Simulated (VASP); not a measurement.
Wanted: the native input for a VASP 6.6.1 run.

| Quantity | Value |
| --- | --- |
| Task | single point |
| Functional | PBEsol |
| Potentials or basis | VASP PAW PBE potentials, release 64 (Hf_pv, N) |
| Cutoff | 600 eV |
| k mesh | 14 × 14 × 12 |
| Occupations | gaussian, width 0.05 eV |
| Spin | no spin polarisation |
| Dipole correction | no |
| Further INCAR settings | ALGO = Normal; EDIFF = 1e-06; NBANDS = 14 |

The structure of HfN lies in POSCAR:

```
HfN
1.0
    3.0990149869      0.0000000000      0.0000000000
   -1.5495074934      2.6838257053      0.0000000000
    0.0000000000      0.0000000000      2.9130017211
Hf N
1 1
Direct
    0.0000000000      0.0000000000      0.0000000000
    0.6666666667      0.3333333333      0.5000000000
```

These files were run (other wordings do the same):

INCAR

```
PREC     = Accurate       # precision mode
ENCUT    = 600            # plane-wave cutoff, eV
EDIFF    = 1E-6           # SCF threshold, eV
ISMEAR   = 0              # smearing method
SIGMA    = 0.05           # smearing width, eV
LREAL    = False          # projectors in reciprocal space
LASPH    = True           # aspherical terms in the spheres
NELM     = 120            # most SCF steps
ALGO     = Normal         # electronic algorithm
ISIF     = 2              # what is computed and relaxed
LWAVE    = False          # write WAVECAR
LCHARG   = True           # write CHGCAR
GGA      = PS             # functional
LELF     = True           # ELF
LVHAR    = True         
NBANDS   = 14             # bands
GGA_COMPAT= False
```

KPOINTS

```
regular mesh
0
Gamma
  14 14 12
```

Potentials or basis: VASP PAW PBE potentials, release 64 (Hf_pv, N).

Command:

```sh
$ cat potpaw_PBE.64/Hf_pv/POTCAR potpaw_PBE.64/N/POTCAR > POTCAR
$ mpirun -np 1 vasp_std > vasp.out
```

Results of the run:

```json
{
  "Pressure": "-9.7 GPa"
}
```

Caveat: the PAW data sets were made with another functional, which shifts forces and pressure a little.

Run time: 38 s on 1 thread of Intel(R) Xeon(R) Platinum 8488C (Sapphire Rapids), with other jobs on the host, peak memory 0.2 GiB.
